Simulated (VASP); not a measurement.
# CdTe (P4/nmm) in VASP: a series of runs

The runs below take CdTe through relaxation of cell and atoms, with PBE.

All numbers are computed with VASP 6.6.1; they aren't measurements. Logs are shortened: lines on timing, memory, paths and dates and some standing lists are left out, and cuts for length are marked.

### 1 The cell of the first run

The structure is tetragonal, space group P4/nmm (No. 129). Conventional cell: a = 4.702 Å, b = 4.702 Å, c = 6.493 Å, α = 90.00°, β = 90.00°, γ = 90.00°. Cd (site symmetry -4m2) has 4 Te at 2.93 Å and 4 Cd at 3.33 Å within 3.9 Å. Te (site symmetry 4mm) has 4 Cd at 2.93 Å within 3.9 Å.

### 2 Relaxation of cell and atoms, PBE (atoms taken out)

Contents of INCAR:

```
SYSTEM = CdTe
ALGO = Normal
EDIFF = 1E-6
EDIFFG = -0.01
ENCUT = 600
GGA = PE
IBRION = 2
ISIF = 3
ISMEAR = 0
LASPH = .TRUE.
LCHARG = .FALSE.
LREAL = .FALSE.
LWAVE = .FALSE.
NELM = 80
NSW = 100
PREC = Accurate
SIGMA = 0.02
```

Contents of KPOINTS:

```
k-points
0
G
  6 6 4
  0 0 0
```

Contents of POSCAR:

```
CdTe
1.0
    4.7022808726      0.0000000000      0.0000000000
    0.0000000000      4.7022808726      0.0000000000
    0.0000000000      0.0000000000      6.4934483091
Cd Te
2 2
Direct
    0.0000000000      0.0000000000      0.0000000000
    0.5000000000      0.5000000000      0.0000000000
    0.5000000000      0.0000000000      0.7305277160
    0.0000000000      0.5000000000      0.2694722840
```

Potentials or basis: VASP PAW PBE potentials, release 64 (Cd, Te).

Run with:

```bash
$ cat potpaw_PBE.64/Cd/POTCAR potpaw_PBE.64/Te/POTCAR > POTCAR
$ mpirun -np 1 vasp_std > vasp.out
```

OUTCAR:

```text
SYSTEM = CdTe
   EDIFF = 1E-6
   EDIFFG = -0.01
   ENCUT = 600
   GGA = PE
   IBRION = 2
   ISIF = 3
   ISMEAR = 0
   LASPH = .TRUE.
   LREAL = .FALSE.
   NELM = 80
   NSW = 100
   PREC = Accurate

 ion  position               nearest neighbor table
   1  0.000  0.000  0.000-   3 2.93   4 2.93   4 2.93   3 2.93   2 3.33   2 3.33   2 3.33   2 3.33

   2  0.500  0.500  0.000-   3 2.93   4 2.93   3 2.93   4 2.93   1 3.33   1 3.33   1 3.33   1 3.33

   3  0.500  0.000  0.731-   1 2.93   2 2.93   2 2.93   1 2.93
   4  0.000  0.500  0.269-   1 2.93   2 2.93   1 2.93   2 2.93

  LATTYP: Found a simple tetragonal cell.
 ALAT       =     4.7022808726
 C/A-ratio  =     1.3809145998

  Lattice vectors:

 A1 = (   4.7022808726,   0.0000000000,   0.0000000000)
 A2 = (   0.0000000000,   4.7022808726,   0.0000000000)
 A3 = (   0.0000000000,   0.0000000000,   6.4934483091)

Analysis of symmetry for initial positions (statically):
=====================================================================
 Subroutine PRICEL returns:
 Original cell was already a primitive cell.

 Routine SETGRP: Setting up the symmetry group for a
 simple tetragonal supercell.

 Subroutine GETGRP returns: Found 16 space group operations
 (whereof  8 operations were pure point group operations)
 out of a pool of 16 trial point group operations.

The static configuration has the point symmetry D_2d.
 The point group associated with its full space group is D_4h.

Analysis of symmetry for dynamics (positions and initial velocities):
=====================================================================
 Subroutine PRICEL returns:
 Original cell was already a primitive cell.

 Routine SETGRP: Setting up the symmetry group for a
 simple tetragonal supercell.

 Subroutine GETGRP returns: Found 16 space group operations
 (whereof  8 operations were pure point group operations)
 out of a pool of 16 trial point group operations.

The dynamic configuration has the point symmetry D_2d.
 The point group associated with its full space group is D_4h.

 Subroutine INISYM returns: Found 16 space group operations
 (whereof  8 operations are pure point group operations),
 and found     1 'primitive' translations

----------------------------------------------------------------------------------------

                                     Primitive cell

  volume of cell :     143.5795

  direct lattice vectors                    reciprocal lattice vectors
     4.702280873  0.000000000  0.000000000     0.212662754  0.000000000  0.000000000
     0.000000000  4.702280873  0.000000000     0.000000000  0.212662754  0.000000000
     0.000000000  0.000000000  6.493448309     0.000000000  0.000000000  0.154001380

  length of vectors
     4.702280873  4.702280873  6.493448309     0.212662754  0.212662754  0.154001380

  position of ions in fractional coordinates (direct lattice)
     0.000000000  0.000000000  0.000000000
     0.500000000  0.500000000  0.000000000
     0.500000000  0.000000000  0.730527716
     0.000000000  0.500000000  0.269472284

  ion indices of the primitive-cell ions
   primitive index   ion index
                 1           1
                 2           2
                 3           3
                 4           4

----------------------------------------------------------------------------------------

 KPOINTS: k-points

Automatic generation of k-mesh.
 Grid dimensions read from file:
 generate k-points for:    6    6    4

 Generating k-lattice:

[... 64 lines left out ...]
   NSW    =    100    number of steps for IOM
   IBRION =      2    ionic relax: 0-MD 1-quasi-New 2-CG
   NFREE  =      1    steps in history (QN), initial steepest desc. (CG)
   ISIF   =      3    stress and relaxation
   ISYM   =      2    0-nonsym 1-usesym 2-fastsym
   POTIM  = 0.5000    time-step for ionic-motion
   TEBEG  =    0.0;   TEEND  =   0.0 temperature during run
   PSTRESS=    0.0 pullay stress
   NELECT =      36.0000    total number of electrons
   NUPDOWN=      -1.0000    fix difference up-down
   EMIN   =  10.00;   EMAX   =-10.00  energy-range for DOS
   EFERMI =   0.00;   METHOD = LEGACY
   ISMEAR =     0;   SIGMA  =   0.02  broadening in eV -4-tet -1-fermi 0-gaus
   EFERMI_NEDOS =   21; number of points for ismear=-14 and -15
   IALGO  =     38    algorithm
   IMIX   =      4    mixing-type and parameters
     AMIX     =   0.40;   BMIX     =  1.00
     AMIX_MAG =   1.60;   BMIX_MAG =  1.00
  volume/ion in A,a.u.               =      35.89       242.23
  Fermi-wavevector in a.u.,A,eV,Ry     =   1.032313  1.950789 14.499329  1.065671
  Thomas-Fermi vector in A             =   2.166505
   LORBIT       =      0    0 simple, 1 ext, 2 COOP (PROOUT), +10 PAW based schemes
   GGA     = PE    functional components
   LHFCALC =     F    Hartree Fock is set to
   AEXX    =    0.0000 exact exchange contribution
   IVDW    =     0    specifies the selected vdW correction
   LEPSILON=     F    determine dielectric tensor
   LRPA    =     F    only Hartree local field effects (RPA)
 conjugate gradient relaxation of ions
 non-spin polarized calculation
 Gauss-broadening in eV      SIGMA  =   0.02
  energy-cutoff  :      600.00
  volume of cell :      143.58
 maximum number of plane-waves:      4828
 NGX is ok and might be reduce to    40
   NGX = 19   NGY = 19   NGZ = 25

--------------------------------------- Ionic step        1  -------------------------------------------

 number of electron      36.0000004 magnetization

 Free energy of the ion-electron system (eV)
  ---------------------------------------------------
  ext. energy  EPLUGINS =         0.00000000
  ---------------------------------------------------
  free energy    TOTEN  =        -9.11378879 eV

  energy without entropy =       -9.11378879  energy(sigma->0) =       -9.11378879

------------------------ aborting loop because EDIFF is reached ----------------------------------------

  FORCE on cell =-STRESS in cart. coord.  units (eV):
  Direction    XX          YY          ZZ          XY          YZ          ZX
  --------------------------------------------------------------------------------------
  -------------------------------------------------------------------------------------
  Total        0.0929176      0.0929176      0.0969725      0.0000000      0.0000000      0.0000000
  in kB        1.0368498      1.0368498      1.0820979      0.0000000      0.0000000      0.0000000
  external PRESSURE =       1.0519325 kB  Pullay stress =       0.0000000 kB

 VOLUME and BASIS-vectors are now :
 -----------------------------------------------------------------------------
  energy-cutoff  :      600.00
  volume of cell :      143.58
      direct lattice vectors                 reciprocal lattice vectors
     4.702280873  0.000000000  0.000000000     0.212662754  0.000000000  0.000000000
     0.000000000  4.702280873  0.000000000     0.000000000  0.212662754  0.000000000
     0.000000000  0.000000000  6.493448309     0.000000000  0.000000000  0.154001380

 POSITION                                       TOTAL-FORCE (eV/Angst)
 -----------------------------------------------------------------------------------
      0.00000      0.00000      0.00000        -0.000000      0.000000      0.000000
      2.35114      2.35114      0.00000         0.000000      0.000000      0.000000
      2.35114      0.00000      4.74364        -0.000000      0.000000     -0.040901
      0.00000      2.35114      1.74980         0.000000      0.000000      0.040901
 -----------------------------------------------------------------------------------
    total drift:                               -0.000000     -0.000000     -0.000000

  FREE ENERGIE OF THE ION-ELECTRON SYSTEM (eV)
  ---------------------------------------------------
  free  energy   TOTEN  =        -9.1137887857 eV

  energy  without entropy=       -9.1137887857  energy(sigma->0) =       -9.11378879

--------------------------------------- Ionic step        2  -------------------------------------------

 number of electron      36.0000004 magnetization

 Free energy of the ion-electron system (eV)
  ---------------------------------------------------
  ext. energy  EPLUGINS =         0.00000000
  ---------------------------------------------------
  free energy    TOTEN  =        -9.11395948 eV

  energy without entropy =       -9.11395948  energy(sigma->0) =       -9.11395948

 E-fermi :   2.0024     XC(G=0):  -8.3491

 val. band max:        1.8755140850   @ k =   0.0000   0.0000   0.0000
 cond. band min:       2.7905962604   @ k =   0.0000   0.0000   0.0000
 fundamental gap:      0.9150821754
 Fermi energy:         2.0023658277

 k-point     1 :       0.0000    0.0000    0.0000
  band No.  band energies     occupation
      1      -9.0198      2.00000
      2      -8.5425      2.00000
      3      -6.7025      2.00000
      4      -6.5017      2.00000
      5      -6.5017      2.00000
      6      -6.4918      2.00000
[... 589 lines left out ...]
     21       6.6614      0.00000
     22       6.6629      0.00000

 [... further k-points ...]

------------------------ aborting loop because EDIFF is reached ----------------------------------------

  FORCE on cell =-STRESS in cart. coord.  units (eV):
  Direction    XX          YY          ZZ          XY          YZ          ZX
  --------------------------------------------------------------------------------------
  -------------------------------------------------------------------------------------
  Total       -0.0091440     -0.0091440     -0.0014337      0.0000000      0.0000000      0.0000000
  in kB       -0.1016890     -0.1016890     -0.0159434      0.0000000      0.0000000      0.0000000
  external PRESSURE =      -0.0731071 kB  Pullay stress =       0.0000000 kB

 VOLUME and BASIS-vectors are now :
 -----------------------------------------------------------------------------
  energy-cutoff  :      600.00
  volume of cell :      144.07
      direct lattice vectors                 reciprocal lattice vectors
     4.707550472  0.000000000  0.000000000     0.212424701  0.000000000 -0.000000000
     0.000000000  4.707550472  0.000000000     0.000000000  0.212424701  0.000000000
     0.000000000  0.000000000  6.501042737    -0.000000000  0.000000000  0.153821478

 POSITION                                       TOTAL-FORCE (eV/Angst)
 -----------------------------------------------------------------------------------
      4.70755      0.00000      0.00000        -0.000000      0.000000      0.000000
      2.35378      2.35378      0.00000         0.000000     -0.000000      0.000000
      2.35378      0.00000      4.74722         0.000000      0.000000      0.000180
      0.00000      2.35378      1.75383        -0.000000      0.000000     -0.000180
 -----------------------------------------------------------------------------------
    total drift:                               -0.000000     -0.000000     -0.000000

  FREE ENERGIE OF THE ION-ELECTRON SYSTEM (eV)
  ---------------------------------------------------
  free  energy   TOTEN  =        -9.1139594794 eV

  energy  without entropy=       -9.1139594794  energy(sigma->0) =       -9.11395948

 reached required accuracy - stopping structural energy minimisation
```

Wall time 3.2 min (1 thread of Intel Xeon 8259CL, shared host); peak memory 0.36 GiB.

What came out:

```yaml
Free_energy: -9.1140 eV
Relaxed_volume: 36.02 Å³/atom
Relaxed_cell: a = 4.708 Å, b = 4.708 Å, c = 6.501 Å, α = 90.00°, β = 90.00°, γ = 90.00°
Space_group_after_relaxing_to_0.1_Å: P4/nmm (No. 129)
Energy_gained_by_relaxing: 0.0 meV/atom
Ionic_steps: 2
Pressure_after_relaxing: 0.0 GPa
Band_gap_on_the_k_mesh: 0.92 eV
```

The path:
```
step  energy change (eV)  largest force (eV/Å)  pressure (GPa)  volume (Å³)
   1              0.0000                0.0409            0.11       143.58
   2             -0.0002                0.0002           -0.01       144.07
```

Final structure:
```
Cd Te
1.0
     4.70755    0.00000    0.00000
     0.00000    4.70755    0.00000
     0.00000    0.00000    6.50104
Cd Te
2 2
Direct
  0.00000 0.00000 0.00000
  0.50000 0.50000 0.00000
  0.50000 0.00000 0.73022
  0.00000 0.50000 0.26978
```

Caveat: the cell differs from its parent crystal (atoms taken out); spin-orbit coupling is left out, which moves the levels of the heavy elements.

### 3 Relaxation of cell and atoms, PBE (atoms taken out)

Contents of INCAR:

```
PREC = Accurate
ENCUT = 600
EDIFF = 1E-6
ISMEAR = 0
SIGMA = 0.02
LREAL = False
LASPH = True
NELM = 100
ALGO = Normal
ISIF = 3
LWAVE = False
LCHARG = False
GGA = PE
IBRION = 2
NSW = 100
EDIFFG = -0.01
```

Contents of KPOINTS:

```
Automatic mesh
0
Gamma
  6 6 4
```

Contents of POSCAR:

```
CdTe
1.0
    4.6919331175      0.0000000000      0.0000000000
    0.0000000000      4.6919331175      0.0000000000
    0.0000000000      0.0000000000      6.9420839222
Cd Te
2 2
Direct
    0.0000000000      0.0000000000      0.0000000000
    0.5000000000      0.5000000000      0.0000000000
    0.5000000000      0.0000000000      0.7464199617
    0.0000000000      0.5000000000      0.2535800383
```

Potentials or basis: VASP PAW PBE potentials, release 64 (Cd, Te).

Run with:

```bash
$ cat potpaw_PBE.64/Cd/POTCAR potpaw_PBE.64/Te/POTCAR > POTCAR
$ mpirun -np 1 vasp_std > vasp.out
```

It took 37 min on 1 thread of Intel Xeon 8259CL, shared host; peak memory 0.38 GiB.

Results (log left out):

* Free energy: -9.1160 eV
* Relaxed volume: 35.29 Å³/atom
* Relaxed cell: a = 4.709 Å, b = 4.709 Å, c = 6.366 Å, α = 90.00°, β = 90.00°, γ = 90.00°
* Space group after relaxing (to 0.1 Å): P4/nmm (No. 129)
* Energy gained by relaxing: 1.5 meV/atom
* Ionic steps: 23
* Pressure after relaxing: 0.0 GPa
* Largest force after relaxing: 0.009 eV/Å
* Band gap on the k mesh: 0.86 eV

Forces in eV/Å, atoms in the order of the input:
```
Cd   0.000  0.000  0.000
Cd   0.000  0.000  0.000
Te   0.000  0.000  0.009
Te   0.000  0.000 -0.009
```

Step by step:
| step | energy change (eV) | largest force (eV/Å) | pressure (GPa) | volume (Å³) |
| --- | --- | --- | --- | --- |
| 1 | 0.0000 | 0.0128 | -0.03 | 152.82 |
| 2 | -0.0001 | 0.0216 | 0.00 | 152.67 |
| 3 | -0.0003 | 0.0470 | 0.07 | 152.20 |
| 4 | -0.0004 | 0.0571 | 0.09 | 152.02 |
| 5 | -0.0004 | 0.0562 | 0.09 | 152.00 |
| 6 | -0.0005 | 0.0540 | 0.07 | 151.96 |
| 7 | -0.0008 | 0.0497 | 0.04 | 151.87 |
| 8 | -0.0011 | 0.0423 | -0.02 | 151.70 |
| 9 | -0.0013 | 0.0257 | -0.15 | 151.33 |
| 10 | -0.0013 | 0.0313 | -0.11 | 151.46 |
| 11 | -0.0015 | 0.0343 | -0.10 | 151.18 |
| 12 | -0.0020 | 0.0427 | -0.08 | 150.33 |
| 13 | -0.0028 | 0.0606 | -0.03 | 148.61 |
| 14 | -0.0034 | 0.0994 | 0.10 | 145.17 |
| 15 | -0.0038 | 0.0887 | 0.07 | 144.79 |
| 16 | -0.0046 | 0.0562 | -0.01 | 143.64 |
| 17 | -0.0045 | 0.0033 | -0.16 | 141.34 |
| 18 | -0.0048 | 0.0278 | -0.08 | 142.48 |
| 19 | -0.0051 | 0.0283 | -0.06 | 142.24 |
| 20 | -0.0058 | 0.0301 | 0.03 | 141.53 |
| 21 | -0.0055 | 0.0338 | 0.23 | 140.10 |
| 22 | -0.0060 | 0.0318 | 0.11 | 140.99 |
| 23 | -0.0062 | 0.0087 | 0.00 | 141.17 |

Final structure:
```cif
data_structure
_symmetry_space_group_name_H-M 'P 1'
_symmetry_Int_Tables_number 1
_cell_length_a 4.7092
_cell_length_b 4.7092
_cell_length_c 6.3659
_cell_angle_alpha 90.000
_cell_angle_beta 90.000
_cell_angle_gamma 90.000
_cell_volume 141.17
loop_
_atom_site_label
_atom_site_type_symbol
_atom_site_fract_x
_atom_site_fract_y
_atom_site_fract_z
_atom_site_occupancy
Cd1 Cd 0.00000 0.00000 0.00000 1
Cd2 Cd 0.50000 0.50000 0.00000 1
Te1 Te 0.50000 0.00000 0.72458 1
Te2 Te 0.00000 0.50000 0.27542 1
```

Levels at points of the mesh, in eV from the valence-band top:
```csv
k point,band 14,band 15,band 16,band 17,band 18,band 19,band 20,band 21,band 22
"(0.00, 0.00, 0.00)",-1.93,-1.93,-0.14,0.00,0.00,0.86,1.29,2.61,4.34
"(0.50, 0.00, 0.00)",-3.80,-1.64,-1.64,-0.79,-0.79,2.64,2.64,4.48,4.48
"(0.50, 0.50, 0.00)",-3.99,-1.85,-1.85,-1.60,-1.60,2.24,2.24,2.60,2.60
"(0.00, 0.00, 0.50)",-1.62,-1.62,-1.19,-0.54,-0.54,0.98,2.92,3.18,3.90
"(0.50, 0.00, 0.50)",-4.27,-0.73,-0.73,-0.59,-0.59,1.62,1.62,4.82,4.82
"(0.50, 0.50, 0.50)",-3.74,-2.32,-2.32,-2.16,-2.16,3.75,3.75,4.13,4.13
```

Caveat: the cell differs from its parent crystal (atoms taken out); spin-orbit coupling is left out, which moves the levels of the heavy elements. A k mesh can miss the band edges.
